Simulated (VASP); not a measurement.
Here is a VASP 6.6.1 calculation.

INCAR

```
SYSTEM = HfSi
ALGO = Normal
EDIFF = 1E-8
ENCUT = 520
GGA = PS
ISIF = 2
ISMEAR = -1
LASPH = .TRUE.
LCHARG = .FALSE.
LEFG = .TRUE.
LREAL = .FALSE.
LWAVE = .FALSE.
NBANDS = 22
NELM = 100
PREC = Accurate
SIGMA = 0.05
```

The input KPOINTS:

```
k-points
0
G
  10 10 6
  0 0 0
```

The input POSCAR:

```
HfSi
1.0
    3.6893277788      0.0000000000      0.0000000000
   -1.8446638894      3.1950515794      0.0000000000
    0.0000000000      0.0000000000      6.6148313785
Hf Si
2 2
Direct
    0.0000000000      0.0000000000      0.0000000000
    0.0000000000      0.0000000000      0.5000000000
    0.3333333333      0.6666666667      0.2500000000
    0.6666666667      0.3333333333      0.7500000000
```

Potentials or basis: VASP PAW PBE potentials, release 64 (Hf_pv, Si).

The run is started by

```bash
$ cat potpaw_PBE.64/Hf_pv/POTCAR potpaw_PBE.64/Si/POTCAR > POTCAR
$ mpirun -np 1 vasp_std > vasp.out
```

(1) What does it give for the band gap on the k mesh?

(2) Estimate the pressure.

Results:

(1) zero (band 14 reaches 6.40 eV, above the bottom of band 15 at 5.46 eV).

(2) 0.1 GPa.

Caveat: without QUAD_EFG the Cq values of the log hold for a quadrupole moment of 1 mb, not for the nuclei; the PAW data sets were made with another functional, which shifts forces and pressure a little; spin-orbit coupling is left out, which moves the levels of the heavy elements.
